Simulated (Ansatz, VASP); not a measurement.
# H2Pb in VASP and in Ansatz

INCAR

```
SYSTEM = H2Pb
  PREC = Accurate
  ENCUT = 600
  EDIFF = 1E-7
  ISMEAR = 0
  SIGMA = 0.1
  LREAL = .False.
  LASPH = .True.
  NELM = 60
  ALGO = Normal
  ISIF = 3
  LWAVE = .False.
  LCHARG = .False.
  GGA = PE
  IBRION = 2
  NSW = 90
  EDIFFG = -0.04
```

KPOINTS

```
regular mesh
0
Gamma
  6 6 4
  0 0 0
```

Contents of POSCAR:

```
H2Pb
1.0
    3.5356084600      0.0000000000      0.0000000000
    0.0000000000      3.5356084600      0.0000000000
    0.0000000000      0.0000000000      6.1957657600
H Pb
4 2
Direct
    0.5000000000      0.0000000000      0.3528180100
    0.5000000000      0.5000000000      0.0000000000
    0.0000000000      0.0000000000      0.0000000000
    0.0000000000      0.5000000000      0.6471819900
    0.5000000000      0.0000000000      0.7383260100
    0.0000000000      0.5000000000      0.2616739900
```

Input for Ansatz:

```yaml
crystal:
  lattice:
    - [3.53560846, 0.0, 0.0]
    - [0.0, 3.53560846, 0.0]
    - [0.0, 0.0, 6.19576576]
  atoms:
    - { symbol: H, position: [0.5, 0.0, 0.35281801] }
    - { symbol: H, position: [0.5, 0.5, 0.0] }
    - { symbol: H, position: [0.0, 0.0, 0.0] }
    - { symbol: H, position: [0.0, 0.5, 0.64718199] }
    - { symbol: Pb, position: [0.5, 0.0, 0.73832601] }
    - { symbol: Pb, position: [0.0, 0.5, 0.26167399] }
basis:
  ecutwfc: 420
kpoints:
  mp_grid: { grid: [6, 6, 4] }
hamiltonian:
  xc: pbe
scf:
  occupations: { method: gaussian, width: 0.1 }
  lower_state_search: "off"
output:
  forces: true
  stress: true
  eigenvalues: true
relax:
  adjacent_minimum: "off"
  f_tol: 0.04
  max_steps: 70
  cell: { stress_tol: 0.4 }
```

Change from the starting cell: species swapped into the Mn2As type (P4/nmm, No. 129).

Alike in both runs: task relaxation of cell and atoms; functional PBE; k mesh 6 × 6 × 4; occupations gaussian, width 0.1 eV; no spin polarisation.

```csv
,VASP,Ansatz
version,VASP 6.6.1,Ansatz 0.2.0
potentials or method,"VASP PAW PBE potentials, release 64 (H, Pb_d), cutoff 600 eV","scalar-relativistic, plane waves, PAW"
valence electrons in the cell,32,32
```

Ansatz gave:

- gap on the k mesh at the Fermi level, each at its own relaxed structure (eV): none
- relaxed volume (Å³/atom): 13.64
- relaxed cell length with the largest relative difference (Å): 3.625

Problem. Estimate VASP's values.

Solution. gap on the k mesh at the Fermi level, each at its own relaxed structure (eV): none; relaxed volume (Å³/atom): 13.76; relaxed cell length with the largest relative difference (Å): 3.644.

A gap of «none» marks a metal or a gap that the smearing closes.

Spin-orbit coupling is off throughout.
